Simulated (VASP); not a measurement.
# AgCl (P4/mmm) in VASP: notebook

Aim: see how the results for AgCl move with the level of theory and the settings. Levels: PBE, r2SCAN. Tasks: single point.

All numbers are computed with VASP 6.6.1; they aren't measurements. Logs are shortened: lines on timing, memory, paths and dates and some standing lists are left out, and cuts for length are marked.

**1. The cell of the first run**

The structure is tetragonal, space group P4/mmm (No. 123). The conventional cell has a = 3.396 Å, b = 3.396 Å, c = 3.464 Å, α = 90.00°, β = 90.00°, γ = 90.00°. Within 3.9 Å of Ag (site symmetry 4/mmm) lie 8 Cl at 2.96 Å and 6 Ag at 3.40 to 3.46 Å. Cl (site symmetry 4/mmm) has 8 Ag at 2.96 Å and 6 Cl at 3.40 to 3.46 Å within 3.9 Å.

**2. Single point, PBE (uniaxial x strain +2.0%)**

INCAR reads:

```
PREC = Accurate
ENCUT = 520
EDIFF = 1E-6
ISMEAR = -1
SIGMA = 0.02
LREAL = F
LASPH = T
NELM = 60
ALGO = Normal
ISIF = 2
LWAVE = F
LCHARG = T
GGA = PE
LELF = T
LVHAR = T
NBANDS = 16
```

KPOINTS reads:

```
regular mesh
0
Gamma
  8 8 8
```

POSCAR reads:

```
AgCl
1.0
    3.4641789166      0.0000000000      0.0000000000
    0.0000000000      3.3955880382      0.0000000000
    0.0000000000      0.0000000000      3.3955880382
Ag Cl
1 1
Direct
    0.0000000000      0.0000000000      0.0000000000
    0.5000000000      0.5000000000      0.5000000000
```

Potentials or basis: VASP PAW PBE potentials, release 64 (Ag, Cl).

On the command line:

```console
$ cat potpaw_PBE.64/Ag/POTCAR potpaw_PBE.64/Cl/POTCAR > POTCAR
$ mpirun -np 1 vasp_std > vasp.out
```

OUTCAR:

```text
PREC = Accurate
   ENCUT = 520
   EDIFF = 1E-6
   ISMEAR = -1
   LREAL = F
   LASPH = T
   NELM = 60
   ISIF = 2
   GGA = PE

 ion  position               nearest neighbor table
   1  0.000  0.000  0.000-   2 2.96   2 2.96   2 2.96   2 2.96   2 2.96   2 2.96   2 2.96   2 2.96

   2  0.500  0.500  0.500-   1 2.96   1 2.96   1 2.96   1 2.96   1 2.96   1 2.96   1 2.96   1 2.96

  LATTYP: Found a simple tetragonal cell.
 ALAT       =     3.3955880382
 C/A-ratio  =     1.0202000000

  Lattice vectors:

 A1 = (   0.0000000000,   3.3955880382,   0.0000000000)
 A2 = (   0.0000000000,   0.0000000000,   3.3955880382)
 A3 = (   3.4641789166,   0.0000000000,   0.0000000000)

Analysis of symmetry for initial positions (statically):
=====================================================================
 Subroutine PRICEL returns:
 Original cell was already a primitive cell.

 Routine SETGRP: Setting up the symmetry group for a
 simple tetragonal supercell.

 Subroutine GETGRP returns: Found 16 space group operations
 (whereof 16 operations were pure point group operations)
 out of a pool of 16 trial point group operations.

The static configuration has the point symmetry D_4h.

Analysis of symmetry for dynamics (positions and initial velocities):
=====================================================================
 Subroutine PRICEL returns:
 Original cell was already a primitive cell.

 Routine SETGRP: Setting up the symmetry group for a
 simple tetragonal supercell.

 Subroutine GETGRP returns: Found 16 space group operations
 (whereof 16 operations were pure point group operations)
 out of a pool of 16 trial point group operations.

The dynamic configuration has the point symmetry D_4h.

 Subroutine INISYM returns: Found 16 space group operations
 (whereof 16 operations are pure point group operations),
 and found     1 'primitive' translations

----------------------------------------------------------------------------------------

                                     Primitive cell

  volume of cell :      39.9420

  direct lattice vectors                    reciprocal lattice vectors
     3.464178917  0.000000000  0.000000000     0.288668693  0.000000000  0.000000000
     0.000000000  3.395588038  0.000000000     0.000000000  0.294499801  0.000000000
     0.000000000  0.000000000  3.395588038     0.000000000  0.000000000  0.294499801

  length of vectors
     3.464178917  3.395588038  3.395588038     0.288668693  0.294499801  0.294499801

  position of ions in fractional coordinates (direct lattice)
     0.000000000  0.000000000  0.000000000
     0.500000000  0.500000000  0.500000000

  ion indices of the primitive-cell ions
   primitive index   ion index
                 1           1
                 2           2

----------------------------------------------------------------------------------------

 KPOINTS: regular mesh

Automatic generation of k-mesh.
 Grid dimensions read from file:
 generate k-points for:    8    8    8

 Generating k-lattice:

  Cartesian coordinates                     Fractional coordinates (reciprocal lattice)
     0.036083587  0.000000000  0.000000000     0.125000000  0.000000000  0.000000000
     0.000000000  0.036812475  0.000000000     0.000000000  0.125000000  0.000000000
     0.000000000  0.000000000  0.036812475     0.000000000  0.000000000  0.125000000

  Length of vectors
     0.036083587  0.036812475  0.036812475

  Shift w.r.t. Gamma in fractional coordinates (k-lattice)
     0.000000000  0.000000000  0.000000000

 Subroutine IBZKPT returns following result:
 ===========================================

 Found     75 irreducible k-points:

 Following reciprocal coordinates:
            Coordinates               Weight
  0.000000  0.000000  0.000000      1.000000
  0.125000  0.000000  0.000000      2.000000
  0.250000  0.000000  0.000000      2.000000
  0.375000  0.000000  0.000000      2.000000
  0.500000  0.000000  0.000000      1.000000
  0.000000  0.125000  0.000000      4.000000
[... 16 lines left out ...]
  0.250000  0.500000  0.000000      4.000000
  0.375000  0.500000  0.000000      4.000000
 [... further k-points ...]
   k-points           NKPTS =     75   k-points in BZ     NKDIM =     75   number of bands    NBANDS=     16
   number of dos      NEDOS =    301   number of ions     NIONS =      2
   total plane-waves  NPLWV =  21952
   dimension x,y,z NGX =    28 NGY =   28 NGZ =   28
   dimension x,y,z NGXF=    56 NGYF=   56 NGZF=   56
   ions per type =               1   1
   NGX,Y,Z   is equivalent  to a cutoff of  13.44, 13.71, 13.71 a.u.
   NGXF,Y,Z  is equivalent  to a cutoff of  26.87, 27.42, 27.42 a.u.
 SYSTEM =  unknown system
   PREC   = accura    normal or accurate (medium, high low for compatibility)
   ISTART =      0    job   : 0-new  1-cont  2-samecut
   ICHARG =      2    charge: 1-file 2-atom 10-const
   ISPIN  =      1    spin polarized calculation?
   LNONCOLLINEAR =      F non collinear calculations
   LSORBIT =      F    spin-orbit coupling
   LASPH  =      T    aspherical Exc in radial PAW
   ENCUT  =  520.0 eV  38.22 Ry    6.18 a.u.   6.44  6.31  6.31*2*pi/ulx,y,z
   NELM   =     60;   NELMIN=  2; NELMDL= -5     # of ELM steps
   EDIFF  = 0.1E-05   stopping-criterion for ELM
   LREAL  =      F    real-space projection
   EDIFFG = 0.1E-04   stopping-criterion for IOM
   NSW    =      0    number of steps for IOM
   IBRION =     -1    ionic relax: 0-MD 1-quasi-New 2-CG
   NFREE  =      0    steps in history (QN), initial steepest desc. (CG)
   ISIF   =      2    stress and relaxation
   ISYM   =      2    0-nonsym 1-usesym 2-fastsym
   POTIM  = 0.5000    time-step for ionic-motion
   TEBEG  =    0.0;   TEEND  =   0.0 temperature during run
   PSTRESS=    0.0 pullay stress
   NELECT =      18.0000    total number of electrons
   NUPDOWN=      -1.0000    fix difference up-down
   EMIN   =  10.00;   EMAX   =-10.00  energy-range for DOS
   EFERMI =   0.00;   METHOD = LEGACY
   ISMEAR =    -1;   SIGMA  =   0.02  broadening in eV -4-tet -1-fermi 0-gaus
   EFERMI_NEDOS =   21; number of points for ismear=-14 and -15
   IALGO  =     38    algorithm
   IMIX   =      4    mixing-type and parameters
     AMIX     =   0.40;   BMIX     =  1.00
     AMIX_MAG =   1.60;   BMIX_MAG =  1.00
  volume/ion in A,a.u.               =      19.97       134.77
  Fermi-wavevector in a.u.,A,eV,Ry     =   1.255131  2.371853 21.433974  1.575353
  Thomas-Fermi vector in A             =   2.388902
   LORBIT       =      0    0 simple, 1 ext, 2 COOP (PROOUT), +10 PAW based schemes
   GGA     = PE    functional components
   LHFCALC =     F    Hartree Fock is set to
   AEXX    =    0.0000 exact exchange contribution
   IVDW    =     0    specifies the selected vdW correction
   LEPSILON=     F    determine dielectric tensor
   LRPA    =     F    only Hartree local field effects (RPA)
 non-spin polarized calculation
  energy-cutoff  :      520.00
  volume of cell :       39.94
 maximum number of plane-waves:      1092
 NGX is ok and might be reduce to    28
   NGX = 13   NGY = 13   NGZ = 13

 number of electron      18.0000002 magnetization

 Free energy of the ion-electron system (eV)
  ---------------------------------------------------
  ext. energy  EPLUGINS =         0.00000000
  ---------------------------------------------------
  free energy    TOTEN  =        -5.11994850 eV

  energy without entropy =       -5.11994850  energy(sigma->0) =       -5.11994850

 E-fermi :   4.3657     XC(G=0): -10.4581

 val. band max:        4.0738528742   @ k =   0.5000   0.0000   0.0000
 cond. band min:       4.6313297389   @ k =   0.0000   0.0000   0.0000
 fundamental gap:      0.5574768646
 Fermi energy:         4.3657083859

 k-point     1 :       0.0000    0.0000    0.0000
  band No.  band energies     occupation
      1     -10.5978      2.00000
      2       1.2657      2.00000
      3       1.2993      2.00000
      4       2.2422      2.00000
      5       2.2422      2.00000
      6       2.2639      2.00000
[... 8 lines left out ...]
     15      17.9294      0.00000
     16      20.4137      0.00000

 k-point     2 :       0.1250    0.0000    0.0000
  band No.  band energies     occupation
      1     -10.5375      2.00000
      2       1.0265      2.00000
      3       1.2856      2.00000
      4       1.8892      2.00000
      5       1.8892      2.00000
      6       2.0355      2.00000
[... 8 lines left out ...]
     15      17.2570      0.00000
     16      20.5686      0.00000

 k-point     3 :       0.2500    0.0000    0.0000
  band No.  band energies     occupation
      1     -10.3849      2.00000
      2       0.0694      2.00000
      3       1.3341      2.00000
      4       1.5127      2.00000
      5       1.5127      2.00000
      6       2.1380      2.00000
[... 8 lines left out ...]
     15      17.7132      0.00000
     16      20.4174      0.00000

 k-point     4 :       0.3750    0.0000    0.0000
  band No.  band energies     occupation
      1     -10.2207      2.00000
      2      -0.7583      2.00000
      3       1.2684      2.00000
      4       1.2684      2.00000
      5       1.3834      2.00000
      6       2.3030      2.00000
[... 8 lines left out ...]
     15      19.6944      0.00000
     16      20.2695      0.00000
[... 324 lines left out ...]
 k-point    22 :       0.1250    0.5000    0.0000
  band No.  band energies     occupation
      1     -10.0605      2.00000
      2      -0.8982      2.00000
      3       0.9960      2.00000
      4       1.2767      2.00000
      5       1.4963      2.00000
      6       2.2489      2.00000
[... 8 lines left out ...]
     15      19.5323      0.00000
     16      20.4136      0.00000

 k-point    23 :       0.2500    0.5000    0.0000
  band No.  band energies     occupation
      1      -9.9650      2.00000
      2      -0.4886      2.00000
      3       0.7988      2.00000
      4       1.4973      2.00000
      5       1.5915      2.00000
      6       2.1358      2.00000
[... 8 lines left out ...]
     15      18.7331      0.00000
     16      20.7768      0.00000

 k-point    24 :       0.3750    0.5000    0.0000
  band No.  band energies     occupation
      1      -9.8652      2.00000
      2       0.0495      2.00000
      3       0.5489      2.00000
      4       1.5890      2.00000
      5       1.7884      2.00000
      6       2.0273      2.00000
[... 8 lines left out ...]
     15      18.1506      0.00000
     16      20.8670      0.00000

 [... further k-points ...]

------------------------ aborting loop because EDIFF is reached ----------------------------------------

  FORCE on cell =-STRESS in cart. coord.  units (eV):
  Direction    XX          YY          ZZ          XY          YZ          ZX
  --------------------------------------------------------------------------------------
  -------------------------------------------------------------------------------------
  Total       -0.0579901      0.1835663      0.1835663      0.0000000      0.0000000      0.0000000
  in kB       -2.3261305      7.3633124      7.3633124      0.0000000      0.0000000      0.0000000
  external PRESSURE =       4.1334981 kB  Pullay stress =       0.0000000 kB

 VOLUME and BASIS-vectors are now :
 -----------------------------------------------------------------------------
  energy-cutoff  :      520.00
  volume of cell :       39.94
      direct lattice vectors                 reciprocal lattice vectors
     3.464178917  0.000000000  0.000000000     0.288668693  0.000000000  0.000000000
     0.000000000  3.395588038  0.000000000     0.000000000  0.294499801  0.000000000
     0.000000000  0.000000000  3.395588038     0.000000000  0.000000000  0.294499801

 POSITION                                       TOTAL-FORCE (eV/Angst)
 -----------------------------------------------------------------------------------
      0.00000      0.00000      0.00000         0.000000      0.000000      0.000000
      1.73209      1.69779      1.69779         0.000000      0.000000      0.000000
 -----------------------------------------------------------------------------------
    total drift:                               -0.000000      0.000000      0.000000

  FREE ENERGIE OF THE ION-ELECTRON SYSTEM (eV)
  ---------------------------------------------------
  free  energy   TOTEN  =        -5.1199485025 eV

  energy  without entropy=       -5.1199484984  energy(sigma->0) =       -5.11994850
```

Run time: 59 s. Hardware: 1 thread of Intel Xeon 8259CL, shared host; peak memory 0.19 GiB.

What came out:

| Quantity | Value |
| --- | --- |
| Free energy | -5.1199 eV |
| Pressure | 0.4 GPa |
| Band gap on the k mesh | 0.56 eV (least direct gap 2.06 eV) |

Caveat: the cell differs from its parent crystal (uniaxial x strain +2.0%). A k mesh can miss the band edges.

**3. Single point, r2SCAN (uniaxial x strain +2.0%)**

POSCAR is that of step 2.

INCAR.step1 reads:

```
PREC     = Accurate       # precision mode
ENCUT    = 520            # plane-wave cutoff, eV
ISMEAR   = 0              # smearing method
SIGMA    = 0.01           # smearing width, eV
LREAL    = F              # projectors in reciprocal space
LASPH    = T              # aspherical terms in the spheres
NELM     = 80             # most SCF steps
NBANDS   = 16             # bands
GGA      = PE             # functional
ALGO     = Normal         # electronic algorithm
EDIFF    = 1E-4           # SCF threshold, eV
LWAVE    = T              # write WAVECAR
LCHARG   = F              # write CHGCAR
```

INCAR.step2 reads:

```
PREC     = Accurate       # precision mode
ENCUT    = 520            # plane-wave cutoff, eV
EDIFF    = 1E-6           # SCF threshold, eV
ISMEAR   = 0              # smearing method
SIGMA    = 0.01           # smearing width, eV
LREAL    = F              # projectors in reciprocal space
LASPH    = T              # aspherical terms in the spheres
NELM     = 80             # most SCF steps
ALGO     = Normal         # electronic algorithm
ISIF     = 2              # what is computed and relaxed
LWAVE    = F              # write WAVECAR
LCHARG   = F              # write CHGCAR
METAGGA  = R2SCAN         # meta-GGA
LMIXTAU  = T            
NBANDS   = 16             # bands
ISTART   = 1
```

KPOINTS is that of step 2.

Potentials or basis: VASP PAW PBE potentials, release 64 (Ag, Cl).

On the command line:

```console
$ cat potpaw_PBE.64/Ag/POTCAR potpaw_PBE.64/Cl/POTCAR > POTCAR
$ cp INCAR.step1 INCAR
$ mpirun -np 1 vasp_std > vasp.out
$ cp INCAR.step2 INCAR
$ mpirun -np 1 vasp_std > vasp.out
```

Run time: 4.1 min. Hardware: 1 thread of Intel Xeon 8259CL, shared host; peak memory 0.2 GiB.

It converged, with:

| Property | Result |
| --- | --- |
| Free energy | -28.3956 eV |
| Pressure | -1.2 GPa |
| Band gap on the k mesh | 1.15 eV (least direct gap 2.71 eV) |

Stress tensor (GPa, compression positive):
```
-1.94  0.00  0.00
 0.00 -0.83  0.00
 0.00  0.00 -0.83
```

Levels at points of the mesh, in eV from the valence-band top:
```csv
k point,band 5,band 6,band 7,band 8,band 9,band 10,band 11,band 12,band 13,band 14
"(0.00, 0.00, 0.00)",-1.82,-1.80,-1.75,-1.56,-1.56,1.15,9.91,10.05,14.50,14.83
"(0.50, 0.00, 0.00)",-2.65,-1.76,-1.51,0.00,0.00,5.69,6.09,9.99,10.78,10.78
"(0.00, 0.50, 0.00)",-2.61,-1.77,-1.43,-0.04,-0.01,5.56,6.17,9.97,10.42,10.86
"(0.50, 0.50, 0.00)",-2.11,-2.09,-2.07,-1.53,-0.94,3.21,9.67,9.89,11.32,14.42
"(0.00, 0.50, 0.50)",-2.14,-2.13,-2.13,-1.50,-1.06,3.40,9.66,9.66,11.24,14.22
"(0.50, 0.50, 0.50)",-1.51,-1.48,-0.20,-0.20,-0.16,5.30,5.30,5.35,7.49,18.39
```

Caveat: the cell differs from its parent crystal (uniaxial x strain +2.0%); the PAW data sets were made with another functional, which shifts forces and pressure a little.
